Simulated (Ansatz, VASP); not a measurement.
# CuI: VASP beside Ansatz

The input INCAR:

```
ALGO = Normal ; EDIFF = 1E-6
ENCUT = 520 ; GGA = PE
ISIF = 2 ; ISMEAR = 0
LASPH = True ; LCHARG = False
LREAL = False ; LWAVE = False
NBANDS = 16 ; NELM = 100
PREC = Accurate ; SIGMA = 0.05
```

File KPOINTS:

```
k-points
0
Gamma
  8 8 8
```

File POSCAR:

```
CuI
1.0
    0.0000000000      3.1482154931      2.9050618188
    2.9050618188      0.0000000000      2.9050618188
    2.9050618188      3.1482154931      0.0000000000
Cu I
1 1
Direct
    0.7500000000      0.7500000000      0.7500000000
    0.0000000000      0.0000000000      0.0000000000
```

Input for Ansatz:

```yaml
crystal:
  lattice:
    - [0.0, 3.1482154931, 2.9050618188]
    - [2.9050618188, 0.0, 2.9050618188]
    - [2.9050618188, 3.1482154931, 0.0]
  atoms:
    - { symbol: Cu, position: [0.75, 0.75, 0.75] }
    - { symbol: I, position: [0.0, 0.0, 0.0] }
basis:
  ecutwfc: 520.0
kpoints:
  mp_grid: { grid: [8, 8, 8] }
hamiltonian:
  xc: pbe
scf:
  occupations: { method: gaussian, width: 0.05 }
output:
  forces: true
  stress: true
  eigenvalues: true
```

Alike in both runs: task single point; functional PBE; k mesh 8 × 8 × 8; occupations gaussian, width 0.05 eV; no spin polarisation.

|  | VASP | Ansatz |
| --- | --- | --- |
| version | VASP 6.6.1 | Ansatz 0.2.0 |
| potentials or method | VASP PAW PBE potentials, release 64 (Cu, I), cutoff 520 eV | scalar-relativistic, plane waves, PAW |
| valence electrons in the cell | 18 | 36 |

```tsv
	VASP	Ansatz	Ansatz less VASP
gap on the k mesh at the Fermi level (eV)	1.21	1.19	-0.022
least direct gap on the mesh (eV)	1.21	1.19	-0.022
pressure (GPa)	2.4	2.4	0.00
traceless stress, the component that is largest in VASP (GPa)	-1.02	-1.03	-0.011
```

VASP's potentials hold 18 valence electrons a cell and Ansatz's 36, so a difference there can come from the potentials and not from the codes.

Spin-orbit coupling is off throughout.
